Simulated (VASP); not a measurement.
# Ga2PN (I-42d) in VASP: single point with PBE

Aim: the single point of Ga2PN with PBE.

Program: VASP 6.6.1. These are calculated values, not measurements. Logs are shortened: lines on timing, memory, paths and dates and some standing lists are left out, and cuts for length are marked.

## 1. The cell of the first run

Symmetry: I-42d, No. 122, tetragonal system. Conventional cell: a = 5.046 Å, b = 5.046 Å, c = 9.900 Å, α = 90.00°, β = 90.00°, γ = 90.00°. Ga (site symmetry 2) has 2 N at 2.02 Å and 2 P at 2.35 Å within 2.7 Å. Within 3.1 Å of P (site symmetry -4) lie 4 Ga at 2.35 Å. N (site symmetry -4) has 4 Ga at 2.02 Å within 2.7 Å.

## 2. Single point, PBE

Contents of INCAR:

```
SYSTEM = Ga2PN
PREC = Accurate
ENCUT = 520
EDIFF = 1E-6
ISMEAR = 0
SIGMA = 0.02
LREAL = .False.
LASPH = .True.
NELM = 80
ALGO = Normal
ISIF = 2
LWAVE = .False.
LCHARG = .True.
GGA = PE
LELF = .True.
LVHAR = .True.
NBANDS = 46
```

Contents of KPOINTS:

```
regular mesh
0
Gamma
  8 8 8
  0 0 0
```

Contents of POSCAR:

```
Ga2PN
1.0
   -2.5232029164      2.5232029164      4.9497996537
    2.5232029164     -2.5232029164      4.9497996537
    2.5232029164      2.5232029164     -4.9497996537
Ga P N
4 2 2
Direct
    0.5673436763      0.6250000000      0.4423436763
    0.1826563237      0.1250000000      0.5576563237
    0.8750000000      0.4326563237      0.0576563237
    0.3750000000      0.8173436763      0.9423436763
    0.0000000000      0.0000000000      0.0000000000
    0.7500000000      0.2500000000      0.5000000000
    0.5000000000      0.5000000000      0.0000000000
    0.2500000000      0.7500000000      0.5000000000
```

Potentials or basis: VASP PAW PBE potentials, release 64 (Ga_d, P, N).

Run with:

```
$ cat potpaw_PBE.64/Ga_d/POTCAR potpaw_PBE.64/P/POTCAR potpaw_PBE.64/N/POTCAR > POTCAR
$ mpirun -np 1 vasp_std > vasp.out
```

OUTCAR:

```text
SYSTEM = Ga2PN
   PREC = Accurate
   ENCUT = 520
   EDIFF = 1E-6
   ISMEAR = 0
   LREAL = .False.
   LASPH = .True.
   NELM = 80
   ISIF = 2
   GGA = PE

 ion  position               nearest neighbor table
   1  0.567  0.625  0.442-   7 2.02   8 2.02   5 2.35   6 2.35
   2  0.183  0.125  0.558-   7 2.02   8 2.02   6 2.35   5 2.35
   3  0.875  0.433  0.058-   7 2.02   8 2.02   5 2.35   6 2.35
   4  0.375  0.817  0.942-   8 2.02   7 2.02   6 2.35   5 2.35
   5  0.000  0.000  0.000-   3 2.35   2 2.35   4 2.35   1 2.35
   6  0.750  0.250  0.500-   2 2.35   1 2.35   3 2.35   4 2.35
   7  0.500  0.500  0.000-   1 2.02   2 2.02   3 2.02   4 2.02
   8  0.250  0.750  0.500-   2 2.02   3 2.02   4 2.02   1 2.02

  LATTYP: Found a body centered tetragonal cell.
 ALAT       =     5.0464058328
 C/A-ratio  =     1.9617128775

  Lattice vectors:

 A1 = (  -2.5232029164,   2.5232029164,   4.9497996537)
 A2 = (   2.5232029164,  -2.5232029164,   4.9497996537)
 A3 = (   2.5232029164,   2.5232029164,  -4.9497996537)

Analysis of symmetry for initial positions (statically):
=====================================================================
 Subroutine PRICEL returns:
 Original cell was already a primitive cell.

 Routine SETGRP: Setting up the symmetry group for a
 body centered tetragonal supercell.

 Subroutine GETGRP returns: Found  8 space group operations
 (whereof  4 operations were pure point group operations)
 out of a pool of 16 trial point group operations.

The static configuration has the point symmetry S_4 .
 The point group associated with its full space group is D_2d.

Analysis of symmetry for dynamics (positions and initial velocities):
=====================================================================
 Subroutine PRICEL returns:
 Original cell was already a primitive cell.

 Routine SETGRP: Setting up the symmetry group for a
 body centered tetragonal supercell.

 Subroutine GETGRP returns: Found  8 space group operations
 (whereof  4 operations were pure point group operations)
 out of a pool of 16 trial point group operations.

The dynamic configuration has the point symmetry S_4 .
 The point group associated with its full space group is D_2d.

 Subroutine INISYM returns: Found  8 space group operations
 (whereof  4 operations are pure point group operations),
 and found     1 'primitive' translations

----------------------------------------------------------------------------------------

                                     Primitive cell

  volume of cell :     126.0526

  direct lattice vectors                    reciprocal lattice vectors
    -2.523202916  2.523202916  4.949799654     0.000000000  0.198160836  0.101014189
     2.523202916 -2.523202916  4.949799654     0.198160836  0.000000000  0.101014189
     2.523202916  2.523202916 -4.949799654     0.198160836  0.198160836  0.000000000

  length of vectors
     6.101935965  6.101935965  6.101935965     0.222422084  0.222422084  0.280241742

  position of ions in fractional coordinates (direct lattice)
     0.567343676  0.625000000  0.442343676
     0.182656324  0.125000000  0.557656324
     0.875000000  0.432656324  0.057656324
     0.375000000  0.817343676  0.942343676
     0.000000000  0.000000000  0.000000000
     0.750000000  0.250000000  0.500000000
     0.500000000  0.500000000  0.000000000
     0.250000000  0.750000000  0.500000000

  ion indices of the primitive-cell ions
   primitive index   ion index
                 1           1
                 2           2
                 3           3
                 4           4
                 5           5
                 6           6
                 7           7
                 8           8

----------------------------------------------------------------------------------------

 KPOINTS: regular mesh

Automatic generation of k-mesh.
 Grid dimensions read from file:
 generate k-points for:    8    8    8

 Generating k-lattice:

  Cartesian coordinates                     Fractional coordinates (reciprocal lattice)
     0.000000000  0.024770105  0.012626774     0.125000000  0.000000000  0.000000000
     0.024770105  0.000000000  0.012626774     0.000000000  0.125000000  0.000000000
     0.024770105  0.024770105  0.000000000     0.000000000  0.000000000  0.125000000

  Length of vectors
     0.027802761  0.027802761  0.035030218

  Shift w.r.t. Gamma in fractional coordinates (k-lattice)
     0.000000000  0.000000000  0.000000000

 Subroutine IBZKPT returns following result:
 ===========================================

 Found     59 irreducible k-points:

 Following reciprocal coordinates:
            Coordinates               Weight
  0.000000  0.000000  0.000000      1.000000
  0.125000 -0.000000  0.000000      8.000000
  0.250000 -0.000000  0.000000      8.000000
  0.375000 -0.000000  0.000000      8.000000
  0.500000 -0.000000  0.000000      4.000000
  0.125000  0.125000  0.000000      8.000000
[... 16 lines left out ...]
  0.250000  0.125000  0.125000     16.000000
  0.375000  0.125000  0.125000      8.000000
 [... further k-points ...]
   k-points           NKPTS =     59   k-points in BZ     NKDIM =     59   number of bands    NBANDS=     46
   number of dos      NEDOS =    301   number of ions     NIONS =      8
   total plane-waves  NPLWV = 110592
   dimension x,y,z NGX =    48 NGY =   48 NGZ =   48
   dimension x,y,z NGXF=    96 NGYF=   96 NGZF=   96
   ions per type =               4   2   2
   NGX,Y,Z   is equivalent  to a cutoff of  13.08, 13.08, 13.08 a.u.
   NGXF,Y,Z  is equivalent  to a cutoff of  26.15, 26.15, 26.15 a.u.
 SYSTEM =  Ga2PN
   PREC   = accura    normal or accurate (medium, high low for compatibility)
   ISTART =      0    job   : 0-new  1-cont  2-samecut
   ICHARG =      2    charge: 1-file 2-atom 10-const
   ISPIN  =      1    spin polarized calculation?
   LNONCOLLINEAR =      F non collinear calculations
   LSORBIT =      F    spin-orbit coupling
   LASPH  =      T    aspherical Exc in radial PAW
   ENCUT  =  520.0 eV  38.22 Ry    6.18 a.u.  11.35 11.35 11.35*2*pi/ulx,y,z
   NELM   =     80;   NELMIN=  2; NELMDL= -5     # of ELM steps
   EDIFF  = 0.1E-05   stopping-criterion for ELM
   LREAL  =      F    real-space projection
   EDIFFG = 0.1E-04   stopping-criterion for IOM
   NSW    =      0    number of steps for IOM
   IBRION =     -1    ionic relax: 0-MD 1-quasi-New 2-CG
   NFREE  =      0    steps in history (QN), initial steepest desc. (CG)
   ISIF   =      2    stress and relaxation
   ISYM   =      2    0-nonsym 1-usesym 2-fastsym
   POTIM  = 0.5000    time-step for ionic-motion
   TEBEG  =    0.0;   TEEND  =   0.0 temperature during run
   PSTRESS=    0.0 pullay stress
   NELECT =      72.0000    total number of electrons
   NUPDOWN=      -1.0000    fix difference up-down
   EMIN   =  10.00;   EMAX   =-10.00  energy-range for DOS
   EFERMI =   0.00;   METHOD = LEGACY
   ISMEAR =     0;   SIGMA  =   0.02  broadening in eV -4-tet -1-fermi 0-gaus
   EFERMI_NEDOS =   21; number of points for ismear=-14 and -15
   IALGO  =     38    algorithm
   IMIX   =      4    mixing-type and parameters
     AMIX     =   0.40;   BMIX     =  1.00
     AMIX_MAG =   1.60;   BMIX_MAG =  1.00
  volume/ion in A,a.u.               =      15.76       106.33
  Fermi-wavevector in a.u.,A,eV,Ry     =   1.358319  2.566850 25.103152  1.845030
  Thomas-Fermi vector in A             =   2.485162
   LORBIT       =      0    0 simple, 1 ext, 2 COOP (PROOUT), +10 PAW based schemes
   GGA     = PE    functional components
   LHFCALC =     F    Hartree Fock is set to
   AEXX    =    0.0000 exact exchange contribution
   IVDW    =     0    specifies the selected vdW correction
   LEPSILON=     F    determine dielectric tensor
   LRPA    =     F    only Hartree local field effects (RPA)
 non-spin polarized calculation
 Gauss-broadening in eV      SIGMA  =   0.02
  energy-cutoff  :      520.00
  volume of cell :      126.05
 maximum number of plane-waves:      3427
 NGX is ok and might be reduce to    48
   NGX = 23   NGY = 23   NGZ = 23

 number of electron      72.0000005 magnetization

 Free energy of the ion-electron system (eV)
  ---------------------------------------------------
  ext. energy  EPLUGINS =         0.00000000
  ---------------------------------------------------
  free energy    TOTEN  =       -41.48860039 eV

  energy without entropy =      -41.48860039  energy(sigma->0) =      -41.48860039

 E-fermi :   5.1079     XC(G=0): -10.6136

 val. band max:        4.9616529111   @ k =   0.0000   0.0000   0.0000
 cond. band min:       6.0940025996   @ k =   0.0000   0.0000   0.0000
 fundamental gap:      1.1323496885
 Fermi energy:         5.1078968749

 k-point     1 :       0.0000    0.0000    0.0000
  band No.  band energies     occupation
      1     -10.6195      2.00000
      2     -10.2537      2.00000
      3      -9.3554      2.00000
      4      -9.2480      2.00000
      5      -9.2344      2.00000
      6      -9.2344      2.00000
[... 38 lines left out ...]
     45      11.5599      0.00000
     46      11.5717      0.00000

 k-point     2 :       0.1250   -0.0000    0.0000
  band No.  band energies     occupation
      1     -10.6026      2.00000
      2     -10.2613      2.00000
      3      -9.3517      2.00000
      4      -9.2494      2.00000
      5      -9.2383      2.00000
      6      -9.2281      2.00000
[... 38 lines left out ...]
     45      11.5900      0.00000
     46      11.7482      0.00000

 k-point     3 :       0.2500   -0.0000    0.0000
  band No.  band energies     occupation
      1     -10.5599      2.00000
      2     -10.2824      2.00000
      3      -9.3402      2.00000
      4      -9.2607      2.00000
      5      -9.2384      2.00000
      6      -9.2147      2.00000
[... 1018 lines left out ...]
     45      11.7856      0.00000
     46      12.1486      0.00000

 k-point    24 :       0.3750    0.1250    0.1250
  band No.  band energies     occupation
      1     -10.4623      2.00000
      2     -10.3479      2.00000
      3      -9.3139      2.00000
      4      -9.2964      2.00000
      5      -9.2235      2.00000
      6      -9.2055      2.00000
[... 38 lines left out ...]
     45      11.7977      0.00000
     46      12.0523      0.00000

 [... further k-points ...]
[... 5 lines left out ...]
  --------------------------------------------------------------------------------------
  -------------------------------------------------------------------------------------
  Total       -0.0604401     -0.0604401     -0.0331188      0.0000000      0.0000000      0.0000000
  in kB       -0.7682168     -0.7682168     -0.4209532      0.0000000      0.0000000      0.0000000
  external PRESSURE =      -0.6524622 kB  Pullay stress =       0.0000000 kB

 VOLUME and BASIS-vectors are now :
 -----------------------------------------------------------------------------
  energy-cutoff  :      520.00
  volume of cell :      126.05
      direct lattice vectors                 reciprocal lattice vectors
    -2.523202916  2.523202916  4.949799654     0.000000000  0.198160836  0.101014189
     2.523202916 -2.523202916  4.949799654     0.198160836  0.000000000  0.101014189
     2.523202916  2.523202916 -4.949799654     0.198160836  0.198160836  0.000000000

 POSITION                                       TOTAL-FORCE (eV/Angst)
 -----------------------------------------------------------------------------------
      1.26160      0.97064      3.71235        -0.000000      0.025003     -0.000000
      1.26160      1.55256     -1.23745        -0.000000     -0.025003      0.000000
     -0.97064      1.26160      6.18725        -0.025003      0.000000      0.000000
      3.49385      1.26160      1.23745         0.025003      0.000000     -0.000000
      0.00000      0.00000      0.00000        -0.000000     -0.000000      0.000000
      0.00000      2.52320      2.47490        -0.000000      0.000000     -0.000000
      0.00000      0.00000      4.94980        -0.000000      0.000000     -0.000000
      2.52320      0.00000      2.47490        -0.000000      0.000000      0.000000
 -----------------------------------------------------------------------------------
    total drift:                                0.000007      0.000007      0.000004

  FREE ENERGIE OF THE ION-ELECTRON SYSTEM (eV)
  ---------------------------------------------------
  free  energy   TOTEN  =       -41.4886003890 eV

  energy  without entropy=      -41.4886003890  energy(sigma->0) =      -41.48860039
```

Run time: 6.8 min. Hardware: 1 thread of Intel Xeon Platinum 8375C at 2.90GHz (Ice Lake), shared host; peak memory 0.49 GiB.

What came out:

* Free energy: -41.4886 eV
* Pressure: -0.1 GPa
* Largest force: 0.025 eV/Å
* Band gap on the k mesh: 1.13 eV

Forces on the atoms (eV/Å):
```
Ga   0.000  0.025  0.000
Ga   0.000 -0.025  0.000
Ga  -0.025  0.000  0.000
Ga   0.025  0.000  0.000
P    0.000  0.000  0.000
P    0.000  0.000  0.000
N    0.000  0.000  0.000
N    0.000  0.000  0.000
```

Levels at points of the mesh, in eV from the valence-band top:
| k point | band 33 | band 34 | band 35 | band 36 | band 37 | band 38 | band 39 | band 40 |
| --- | --- | --- | --- | --- | --- | --- | --- | --- |
| (0.00, 0.00, 0.00) | -2.46 | -0.22 | -0.22 | 0.00 | 1.13 | 1.94 | 2.83 | 4.64 |
| (0.50, 0.00, 0.00) | -2.25 | -1.69 | -1.52 | -0.37 | 3.35 | 3.62 | 4.09 | 4.56 |
| (0.50, 0.50, 0.00) | -1.16 | -1.16 | -0.45 | -0.45 | 2.08 | 2.08 | 4.64 | 4.64 |
| (0.50, 0.50, 0.50) | -1.72 | -1.72 | -1.10 | -1.10 | 1.91 | 1.91 | 3.37 | 3.37 |
